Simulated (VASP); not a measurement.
# Ga (I4/mmm) in VASP: a series of runs

Ga is run at these levels: r2SCAN; tasks: single point.

All numbers are computed with VASP 6.6.1; they aren't measurements. Logs are shortened: lines on timing, memory, paths and dates and some standing lists are left out, and cuts for length are marked.

## Step 1: The cell of the first run

It takes space group I4/mmm (No. 139, tetragonal). The conventional cell has a = 2.766 Å, b = 2.766 Å, c = 4.324 Å, α = 90.00°, β = 90.00°, γ = 90.00°. Within 3.6 Å of Ga (site symmetry 4/mmm) lie 12 Ga at 2.77 to 2.92 Å.

## Step 2: Single point, r2SCAN (strain -0.015 along x and y, -0.030 along z)

The input, POSCAR:

```
Ga
1.0
   -1.3829400000      1.3829400000      2.1621300000
    1.3829400000     -1.3829400000      2.1621300000
    1.3829400000      1.3829400000     -2.1621300000
Ga
1
Direct
    0.0000000000      0.0000000000      0.0000000000
```

The input, INCAR.step1:

```
PREC = Accurate ; ENCUT = 520
ISMEAR = 0 ; SIGMA = 0.15
LREAL = F ; LASPH = T
NELM = 100 ; NBANDS = 12
GGA = PE ; ALGO = Normal
EDIFF = 1E-4 ; LWAVE = T
LCHARG = F
```

The input, INCAR.step2:

```
PREC = Accurate ; ENCUT = 520
EDIFF = 1E-6 ; ISMEAR = 0
SIGMA = 0.15 ; LREAL = F
LASPH = T ; NELM = 100
ALGO = Normal ; ISIF = 2
LWAVE = F ; LCHARG = F
METAGGA = R2SCAN ; LMIXTAU = T
NBANDS = 12 ; ISTART = 1
```

The input, KPOINTS:

```
regular mesh
0
Gamma
  24 24 24
```

Potentials or basis: VASP PAW PBE potentials, release 64 (Ga_d).

Run with:

```sh
$ cat potpaw_PBE.64/Ga_d/POTCAR > POTCAR
$ cp INCAR.step1 INCAR
$ mpirun -np 1 vasp_std > vasp.out
$ cp INCAR.step2 INCAR
$ mpirun -np 1 vasp_std > vasp.out
```

OUTCAR:

```text
PREC = Accurate
   ENCUT = 520
   EDIFF = 1E-6
   ISMEAR = 0
   LREAL = F
   LASPH = T
   NELM = 100
   ISIF = 2
   METAGGA = R2SCAN
   ISTART = 1

 ion  position               nearest neighbor table
   1  0.000  0.000  0.000-

  LATTYP: Found a body centered tetragonal cell.
 ALAT       =     2.7658800000
 C/A-ratio  =     1.5634300837

  Lattice vectors:

 A1 = (  -1.3829400000,   1.3829400000,   2.1621300000)
 A2 = (   1.3829400000,  -1.3829400000,   2.1621300000)
 A3 = (   1.3829400000,   1.3829400000,  -2.1621300000)

Analysis of symmetry for initial positions (statically):
=====================================================================
 Subroutine PRICEL returns:
 Original cell was already a primitive cell.

 Routine SETGRP: Setting up the symmetry group for a
 body centered tetragonal supercell.

 Subroutine GETGRP returns: Found 16 space group operations
 (whereof 16 operations were pure point group operations)
 out of a pool of 16 trial point group operations.

The static configuration has the point symmetry D_4h.

Analysis of symmetry for dynamics (positions and initial velocities):
=====================================================================
 Subroutine PRICEL returns:
 Original cell was already a primitive cell.

 Routine SETGRP: Setting up the symmetry group for a
 body centered tetragonal supercell.

 Subroutine GETGRP returns: Found 16 space group operations
 (whereof 16 operations were pure point group operations)
 out of a pool of 16 trial point group operations.

The dynamic configuration has the point symmetry D_4h.

 Subroutine INISYM returns: Found 16 space group operations
 (whereof 16 operations are pure point group operations),
 and found     1 'primitive' translations

----------------------------------------------------------------------------------------

                                     Primitive cell

  volume of cell :      16.5405

  direct lattice vectors                    reciprocal lattice vectors
    -1.382940000  1.382940000  2.162130000     0.000000000  0.361548585  0.231253440
     1.382940000 -1.382940000  2.162130000     0.361548585  0.000000000  0.231253440
     1.382940000  1.382940000 -2.162130000     0.361548585  0.361548585  0.000000000

  length of vectors
     2.915450604  2.915450604  2.915450604     0.429180070  0.429180070  0.511306912

  position of ions in fractional coordinates (direct lattice)
     0.000000000  0.000000000  0.000000000

  ion indices of the primitive-cell ions
   primitive index   ion index
                 1           1

----------------------------------------------------------------------------------------

 KPOINTS: regular mesh

Automatic generation of k-mesh.
 Grid dimensions read from file:
 generate k-points for:   24   24   24

 Generating k-lattice:

  Cartesian coordinates                     Fractional coordinates (reciprocal lattice)
     0.000000000  0.015064524  0.009635560     0.041666667  0.000000000  0.000000000
     0.015064524  0.000000000  0.009635560     0.000000000  0.041666667  0.000000000
     0.015064524  0.015064524  0.000000000     0.000000000  0.000000000  0.041666667

  Length of vectors
     0.017882503  0.017882503  0.021304455

  Shift w.r.t. Gamma in fractional coordinates (k-lattice)
     0.000000000  0.000000000  0.000000000

 Subroutine IBZKPT returns following result:
 ===========================================

 Found   1063 irreducible k-points:

 Following reciprocal coordinates:
            Coordinates               Weight
  0.000000  0.000000  0.000000      1.000000
  0.041667  0.000000 -0.000000      8.000000
  0.083333  0.000000 -0.000000      8.000000
  0.125000  0.000000 -0.000000      8.000000
  0.166667  0.000000 -0.000000      8.000000
  0.208333  0.000000 -0.000000      8.000000
[... 16 lines left out ...]
  0.416667  0.041667 -0.000000     16.000000
  0.458333  0.041667 -0.000000     16.000000
 [... further k-points ...]
   k-points           NKPTS =   1063   k-points in BZ     NKDIM =   1063   number of bands    NBANDS=     12
   number of dos      NEDOS =    301   number of ions     NIONS =      1
   total plane-waves  NPLWV =  13824
   dimension x,y,z NGX =    24 NGY =   24 NGZ =   24
   dimension x,y,z NGXF=    48 NGYF=   48 NGZF=   48
   ions per type =               1
   NGX,Y,Z   is equivalent  to a cutoff of  13.69, 13.69, 13.69 a.u.
   NGXF,Y,Z  is equivalent  to a cutoff of  27.37, 27.37, 27.37 a.u.
 SYSTEM =  unknown system
   PREC   = accura    normal or accurate (medium, high low for compatibility)
   ISTART =      1    job   : 0-new  1-cont  2-samecut
   ICHARG =      0    charge: 1-file 2-atom 10-const
   ISPIN  =      1    spin polarized calculation?
   LNONCOLLINEAR =      F non collinear calculations
   LSORBIT =      F    spin-orbit coupling
   LASPH  =      T    aspherical Exc in radial PAW
   ENCUT  =  520.0 eV  38.22 Ry    6.18 a.u.   5.42  5.42  5.42*2*pi/ulx,y,z
   NELM   =    100;   NELMIN=  2; NELMDL=  0     # of ELM steps
   EDIFF  = 0.1E-05   stopping-criterion for ELM
   LREAL  =      F    real-space projection
[... 7 lines left out ...]
   TEBEG  =    0.0;   TEEND  =   0.0 temperature during run
   PSTRESS=    0.0 pullay stress
   NELECT =      13.0000    total number of electrons
   NUPDOWN=      -1.0000    fix difference up-down
   EMIN   =  10.00;   EMAX   =-10.00  energy-range for DOS
   EFERMI =   0.00;   METHOD = LEGACY
   ISMEAR =     0;   SIGMA  =   0.15  broadening in eV -4-tet -1-fermi 0-gaus
   EFERMI_NEDOS =   21; number of points for ismear=-14 and -15
   IALGO  =     38    algorithm
   IMIX   =      4    mixing-type and parameters
     AMIX     =   0.40;   BMIX     =  1.00
     AMIX_MAG =   1.60;   BMIX_MAG =  1.00
  volume/ion in A,a.u.               =      16.54       111.62
  Fermi-wavevector in a.u.,A,eV,Ry     =   1.510798  2.854995 31.055450  2.282511
  Thomas-Fermi vector in A             =   2.620940
   LORBIT       =      0    0 simple, 1 ext, 2 COOP (PROOUT), +10 PAW based schemes
   METAGGA = R2SCAN    functional components
   LHFCALC =     F    Hartree Fock is set to
   AEXX    =    0.0000 exact exchange contribution
   IVDW    =     0    specifies the selected vdW correction
   LEPSILON=     F    determine dielectric tensor
   LRPA    =     F    only Hartree local field effects (RPA)
 non-spin polarized calculation
 Gauss-broadening in eV      SIGMA  =   0.15
  energy-cutoff  :      520.00
  volume of cell :       16.54
 maximum number of plane-waves:       460
 NGX is ok and might be reduce to    24
   NGX = 11   NGY = 11   NGZ = 11

 number of electron      13.0000007 magnetization

 Free energy of the ion-electron system (eV)
  ---------------------------------------------------
  ext. energy  EPLUGINS =         0.00000000
  ---------------------------------------------------
  free energy    TOTEN  =       -11.29043969 eV

  energy without entropy =      -11.28650697  energy(sigma->0) =      -11.28847333

 E-fermi :   6.8119     XC(G=0): -12.9614

 val. band max:        6.8103882381   @ k =  -0.3333   0.3750   0.2500
 cond. band min:       6.8157252257   @ k =   0.5000   0.4167   0.0417
 fundamental gap:      0.0053369875
 Fermi energy:         6.8118658454

 k-point     1 :       0.0000    0.0000    0.0000
  band No.  band energies     occupation
      1      -8.9321      2.00000
      2      -8.7966      2.00000
      3      -8.7966      2.00000
      4      -8.7461      2.00000
      5      -8.6003      2.00000
      6      -5.9985      2.00000
      7      21.2978      0.00000
      8      21.2978      0.00000
      9      21.5116      0.00000
     10      24.2623      0.00000
     11      24.5397      0.00000
     12      25.2020      0.00000

 k-point     2 :       0.0417    0.0000   -0.0000
  band No.  band energies     occupation
      1      -8.9292      2.00000
      2      -8.7975      2.00000
      3      -8.7939      2.00000
      4      -8.7456      2.00000
      5      -8.6018      2.00000
      6      -5.9466      2.00000
      7      20.5194      0.00000
      8      21.2082      0.00000
      9      21.2458      0.00000
     10      23.6464      0.00000
     11      24.9581      0.00000
     12      25.3806      0.00000

 k-point     3 :       0.0833    0.0000   -0.0000
  band No.  band energies     occupation
      1      -8.9214      2.00000
      2      -8.8009      2.00000
      3      -8.7863      2.00000
      4      -8.7428      2.00000
      5      -8.6060      2.00000
      6      -5.7902      2.00000
      7      18.7765      0.00000
      8      20.7150      0.00000
      9      20.9836      0.00000
     10      23.3522      0.00000
     11      25.4385      0.00000
     12      25.8696      0.00000
[... 286 lines left out ...]
 k-point    23 :       0.4167    0.0417   -0.0000
  band No.  band energies     occupation
      1      -8.9771      2.00000
      2      -8.8910      2.00000
      3      -8.7748      2.00000
      4      -8.5560      2.00000
      5      -8.5234      2.00000
      6      -0.2977      2.00000
      7       4.0648      2.00000
      8      16.8196      0.00000
      9      19.0530      0.00000
     10      21.2874      0.00000
     11      22.8296      0.00000
     12      25.1137      0.00000

 k-point    24 :       0.4583    0.0417   -0.0000
  band No.  band energies     occupation
      1      -8.9849      2.00000
      2      -8.8937      2.00000
      3      -8.7794      2.00000
      4      -8.5505      2.00000
      5      -8.5086      2.00000
      6       0.8446      2.00000
      7       2.6810      2.00000
      8      16.6444      0.00000
      9      19.1773      0.00000
     10      21.2456      0.00000
     11      22.6322      0.00000
     12      25.2600      0.00000

 [... further k-points ...]
[... 5 lines left out ...]
  --------------------------------------------------------------------------------------
  -------------------------------------------------------------------------------------
  Total        0.5390209      0.5390209      0.5723978      0.0000000     -0.0000000     -0.0000000
  in kB       52.2116828     52.2116828     55.4447077      0.0000000     -0.0000000     -0.0000000
  external PRESSURE =      53.2893578 kB  Pullay stress =       0.0000000 kB

 VOLUME and BASIS-vectors are now :
 -----------------------------------------------------------------------------
  energy-cutoff  :      520.00
  volume of cell :       16.54
      direct lattice vectors                 reciprocal lattice vectors
    -1.382940000  1.382940000  2.162130000     0.000000000  0.361548585  0.231253440
     1.382940000 -1.382940000  2.162130000     0.361548585  0.000000000  0.231253440
     1.382940000  1.382940000 -2.162130000     0.361548585  0.361548585  0.000000000

 POSITION                                       TOTAL-FORCE (eV/Angst)
 -----------------------------------------------------------------------------------
      0.00000      0.00000      0.00000        -0.000000     -0.000000      0.000000
 -----------------------------------------------------------------------------------
    total drift:                                0.000000      0.000000     -0.000000

  FREE ENERGIE OF THE ION-ELECTRON SYSTEM (eV)
  ---------------------------------------------------
  free  energy   TOTEN  =       -11.2904396865 eV

  energy  without entropy=      -11.2865069670  energy(sigma->0) =      -11.28847333
```

Wall time 6.9 min (1 thread of Intel Xeon 6975P-C, shared host); peak memory 0.32 GiB.

What came out:

```yaml
Free_energy: -11.2904 eV
Pressure: 5.3 GPa
```

Levels at points of the mesh, in eV from the Fermi level:
```
           k point  band 2  band 3  band 4  band 5  band 6  band 7  band 8  band 9  band 10  band 11
(0.00, 0.00, 0.00)  -15.61  -15.61  -15.56  -15.41  -12.81   14.49   14.49   14.70    17.45    17.73
(0.50, 0.00, 0.00)  -15.71  -15.59  -15.36  -15.31   -5.28   -4.97    9.96   13.04    14.22    16.80
(0.50, 0.50, 0.00)  -15.84  -15.36  -15.35  -15.24   -2.85   -1.22    4.59    5.50     8.67     9.35
(0.50, 0.50, 0.50)  -15.85  -15.33  -15.31  -15.31   -4.21   -3.70    6.94    6.94    10.16    11.70
```

Caveat: the cell differs from its parent crystal (strain -0.015 along x and y, -0.030 along z); the PAW data sets were made with another functional, which shifts forces and pressure a little.

## Step 3: Single point, r2SCAN (strain -0.030 along x and y, +0.015 along z)

The input, POSCAR:

```
Ga
1.0
   -1.3618800000      1.3618800000      2.2624350000
    1.3618800000     -1.3618800000      2.2624350000
    1.3618800000      1.3618800000     -2.2624350000
Ga
1
Direct
    0.0000000000      0.0000000000      0.0000000000
```

The input, INCAR.step1:

```
PREC = Accurate ; ENCUT = 520
ISMEAR = 0 ; SIGMA = 0.15
LREAL = False ; LASPH = True
NELM = 80 ; NBANDS = 12
GGA = PE ; ALGO = Normal
EDIFF = 1E-4 ; LWAVE = True
LCHARG = False
```

The input, INCAR.step2:

```
PREC = Accurate ; ENCUT = 520
EDIFF = 1E-6 ; ISMEAR = 0
SIGMA = 0.15 ; LREAL = False
LASPH = True ; NELM = 80
ALGO = Normal ; ISIF = 2
LWAVE = False ; LCHARG = True
METAGGA = R2SCAN ; LMIXTAU = True
LELF = True ; LVHAR = True
NBANDS = 12 ; ISTART = 1
```

The input, KPOINTS:

```
Automatic mesh
0
Gamma
  24 24 24
```

Potentials or basis: VASP PAW PBE potentials, release 64 (Ga_d).

Run with:

```sh
$ cat potpaw_PBE.64/Ga_d/POTCAR > POTCAR
$ cp INCAR.step1 INCAR
$ mpirun -np 1 vasp_std > vasp.out
$ cp INCAR.step2 INCAR
$ mpirun -np 1 vasp_std > vasp.out
```

Run time: 7.1 min. Hardware: 1 thread of Intel Xeon 6975P-C, shared host; peak memory 0.33 GiB.

It converged, with:

| Property | Result |
| --- | --- |
| Free energy | -11.2966 eV |
| Pressure | 4.4 GPa |

Stress tensor (GPa, compression positive):
```
4.83 0.00 0.00
0.00 4.83 0.00
0.00 0.00 3.52
```

Levels at points of the mesh, in eV from the Fermi level:
| k point | band 2 | band 3 | band 4 | band 5 | band 6 | band 7 | band 8 | band 9 | band 10 | band 11 |
| --- | --- | --- | --- | --- | --- | --- | --- | --- | --- | --- |
| (0.00, 0.00, 0.00) | -15.56 | -15.53 | -15.53 | -15.33 | -12.64 | 14.28 | 14.40 | 14.40 | 17.55 | 17.66 |
| (0.50, 0.00, 0.00) | -15.69 | -15.51 | -15.32 | -15.27 | -5.16 | -4.81 | 8.80 | 12.95 | 13.84 | 17.42 |
| (0.50, 0.50, 0.00) | -15.79 | -15.35 | -15.32 | -15.16 | -2.43 | -0.68 | 4.07 | 5.56 | 8.56 | 8.92 |
| (0.50, 0.50, 0.50) | -15.79 | -15.28 | -15.28 | -15.27 | -4.57 | -4.51 | 7.77 | 7.77 | 10.84 | 12.61 |

Caveat: the cell differs from its parent crystal (strain -0.030 along x and y, +0.015 along z); the PAW data sets were made with another functional, which shifts forces and pressure a little.

## Step 4: Single point, r2SCAN (strain -0.030 along x and y, +0.030 along z)

The input, POSCAR:

```
Ga
1.0
   -1.3618800000      1.3618800000      2.2958700000
    1.3618800000     -1.3618800000      2.2958700000
    1.3618800000      1.3618800000     -2.2958700000
Ga
1
Direct
    0.0000000000      0.0000000000      0.0000000000
```

The input, INCAR.step1:

```
SYSTEM = Ga
ALGO = Normal
EDIFF = 1E-4
ENCUT = 520
GGA = PE
ISMEAR = 0
LASPH = .TRUE.
LCHARG = .FALSE.
LREAL = .FALSE.
LWAVE = .TRUE.
NBANDS = 12
NELM = 100
PREC = Accurate
SIGMA = 0.15
```

The input, INCAR.step2:

```
SYSTEM = Ga
ALGO = Normal
EDIFF = 1E-6
ENCUT = 520
ISIF = 2
ISMEAR = 0
ISTART = 1
LASPH = .TRUE.
LCHARG = .FALSE.
LMIXTAU = .TRUE.
LREAL = .FALSE.
LWAVE = .FALSE.
METAGGA = R2SCAN
NBANDS = 12
NELM = 100
PREC = Accurate
SIGMA = 0.15
```

The input, KPOINTS:

```
k-points
0
G
  24 24 24
  0 0 0
```

Run with:

```sh
$ cat potpaw_PBE.64/Ga_d/POTCAR > POTCAR
$ cp INCAR.step1 INCAR
$ mpirun -np 1 vasp_std > vasp.out
$ cp INCAR.step2 INCAR
$ mpirun -np 1 vasp_std > vasp.out
```

It took 6.9 min on 1 thread of Intel Xeon 6975P-C, shared host; peak memory 0.32 GiB.

The run converged. Its results:

```
Free energy : -11.3013 eV
Pressure    : 3.3 GPa
```

Stress tensor (GPa, compression positive):
```
3.67 0.00 0.00
0.00 3.67 0.00
0.00 0.00 2.67
```

Levels at points of the mesh, in eV from the Fermi level:
```csv
k point,band 2,band 3,band 4,band 5,band 6,band 7,band 8,band 9,band 10,band 11
"(0.00, 0.00, 0.00)",-15.55,-15.49,-15.49,-15.30,-12.49,13.93,14.26,14.26,17.41,17.67
"(0.50, 0.00, 0.00)",-15.67,-15.48,-15.31,-15.25,-5.12,-4.71,8.47,12.58,13.90,17.52
"(0.50, 0.50, 0.00)",-15.75,-15.34,-15.31,-15.13,-2.29,-0.58,3.93,5.56,8.51,8.76
"(0.50, 0.50, 0.50)",-15.76,-15.27,-15.27,-15.25,-4.77,-4.50,7.91,7.91,10.96,12.74
```

Caveat: the cell differs from its parent crystal (strain -0.030 along x and y, +0.030 along z); the PAW data sets were made with another functional, which shifts forces and pressure a little.

## Step 5: Overview

```csv
cell,gap on the mesh (eV),pressure (GPa)
"a = 2.915 Å, angles 123.4, 123.4, 84.3°, 1 atom",none,5.3
"a = 2.971 Å, angles 125.4, 125.4, 80.8°, 1 atom",none,4.4
"a = 2.997 Å, angles 125.9, 125.9, 80.0°, 1 atom",none,3.3
```

Alike in all rows: task single point; level r2SCAN; potentials or basis VASP PAW PBE potentials, release 64 (Ga_d); no spin polarisation; k mesh 24 × 24 × 24; cutoff (eV) 520; smearing gaussian 0.15 eV.

Caveats: the PAW data sets were made with another functional, which shifts forces and pressure a little.

Absolute energies hang on the potentials; compare differences alone.
